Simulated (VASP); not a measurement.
K8Mg3Zn5F24, 40 atoms in the cell. The typed cell holds 40 atoms: a = 8.060 Å, b = 8.060 Å, c = 8.060 Å, α = 90.00°, β = 90.00°, γ = 90.00°. 

```yaml
Program: VASP 6.6.1
Task: single point
Functional: PBEsol
Potentials_or_basis: VASP PAW PBE potentials, release 64 (K_sv, Zn, Mg, F)
Cutoff: 520 eV
k_mesh: 1 × 1 × 1, shifted
Occupations: fermi-dirac, width 0.05 eV
Spin: no spin polarisation
Dipole_correction: no
Further_INCAR_settings: LREAL = Auto; ALGO = Normal; EDIFF = 1e-06; NBANDS = 179; ISYM = 0
```

Potentials or basis: VASP PAW PBE potentials, release 64 (K_sv, Zn, Mg, F).

Run with:

```sh
$ cat potpaw_PBE.64/K_sv/POTCAR potpaw_PBE.64/Zn/POTCAR potpaw_PBE.64/Mg/POTCAR potpaw_PBE.64/F/POTCAR > POTCAR
$ mpirun -np 1 vasp_std > vasp.out
```

Hardware: 1 thread of AMD EPYC 7R43 64-Core Processor (Zen 3) (shared host).

Estimate the wall time of this run.

Run time: 35 min on 1 thread of AMD EPYC 7R43 64-Core Processor (Zen 3) (shared host), peak memory 0.58 GiB. Counts: scf iterations 19, k points 4.
